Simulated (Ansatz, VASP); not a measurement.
**Two plane-wave programs on V**

File INCAR:

```
PREC = Accurate
ENCUT = 600
EDIFF = 1E-6
ISMEAR = 0
SIGMA = 0.1
LREAL = F
LASPH = T
NELM = 100
ALGO = Normal
ISIF = 3
LWAVE = F
LCHARG = F
GGA = PS
IBRION = 2
NSW = 100
EDIFFG = -0.01
```

KPOINTS

```
Automatic mesh
0
Gamma
  18 18 6
```

File POSCAR:

```
V
1.0
    2.7844621838      0.0000000000      0.0000000000
   -1.3922310919      2.4114149871      0.0000000000
    0.0000000000      0.0000000000      7.9850656585
V
4
Direct
    0.3333333333      0.6666666667      0.3813200943
    0.6666666667      0.3333333333      0.8813200943
    0.6666666667      0.3333333333      0.6186799057
    0.3333333333      0.6666666667      0.1186799057
```

Input for Ansatz:

```yaml
crystal:
  lattice:
    - [2.7844621838, 0.0, 0.0]
    - [-1.3922310919, 2.4114149871, 0.0]
    - [0.0, 0.0, 7.9850656585]
  atoms:
    - { symbol: V, position: [0.3333333333, 0.6666666667, 0.3813200943] }
    - { symbol: V, position: [0.6666666667, 0.3333333333, 0.8813200943] }
    - { symbol: V, position: [0.6666666667, 0.3333333333, 0.6186799057] }
    - { symbol: V, position: [0.3333333333, 0.6666666667, 0.1186799057] }
basis:
  ecutwfc: 420
kpoints:
  mp_grid: { grid: [18, 18, 6] }
hamiltonian:
  xc: pbesol
scf:
  occupations: { method: gaussian, width: 0.1 }
output:
  forces: true
  stress: true
  eigenvalues: true
relax:
  adjacent_minimum: "off"
  f_tol: 0.01
  max_steps: 80
  cell: { stress_tol: 0.05 }
```

Alike in both runs: task relaxation of cell and atoms; functional PBEsol; k mesh 18 × 18 × 6; occupations gaussian, width 0.1 eV; no spin polarisation.

```csv
,VASP,Ansatz
version,VASP 6.6.1,Ansatz 0.2.0
potentials or method,"VASP PAW PBE potentials, release 64 (V_sv), cutoff 600 eV","scalar-relativistic, plane waves, PAW"
valence electrons in the cell,52,52
```

```tsv
	VASP	Ansatz	Ansatz less VASP
gap on the k mesh at the Fermi level, each at its own relaxed structure (eV)	none	none	-
relaxed volume (Å³/atom)	13.45	13.41	-0.040
relaxed cell length with the largest relative difference (Å)	8.242	8.182	-0.0605
```

VASP's potentials were made for PBE, not for PBEsol. A gap of «none» marks a metal or a gap that the smearing closes.
